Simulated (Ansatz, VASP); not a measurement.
## Al2Cu in VASP and in Ansatz

```
CELL_PARAMETERS angstrom
-2.14002 2.14002 2.98780
2.14002 -2.14002 2.98780
2.14002 2.14002 -2.98780
ATOMIC_POSITIONS crystal
Al 0.75000 0.25000 0.50000
Al 0.25000 0.75000 0.50000
Cu 0.50000 0.50000 0.00000
```

Alike in both runs: task single point; functional PBE; k mesh 14 × 14 × 14; occupations gaussian, width 0.15 eV; no spin polarisation.

|  | VASP | Ansatz |
| --- | --- | --- |
| version | VASP 6.6.1 | Ansatz 0.2.0 |
| potentials or method | VASP PAW PBE potentials, release 64 (Al, Cu), cutoff 520 eV | scalar-relativistic, plane waves, PAW |
| valence electrons in the cell | 17 | 25 |

```csv
,VASP,Ansatz,Ansatz less VASP
gap on the k mesh at the Fermi level (eV),none,none,-
pressure (GPa),-8.4,-8.9,-0.43
"traceless stress, the component that is largest in VASP (GPa)",0.46,0.47,+0.015
```

A gap of «none» marks a metal or a gap that the smearing closes. The functional is the same, so the differences come from potentials, cutoffs and numerics. VASP's potentials hold 17 valence electrons a cell and Ansatz's 25, so a difference there can come from the potentials and not from the codes.
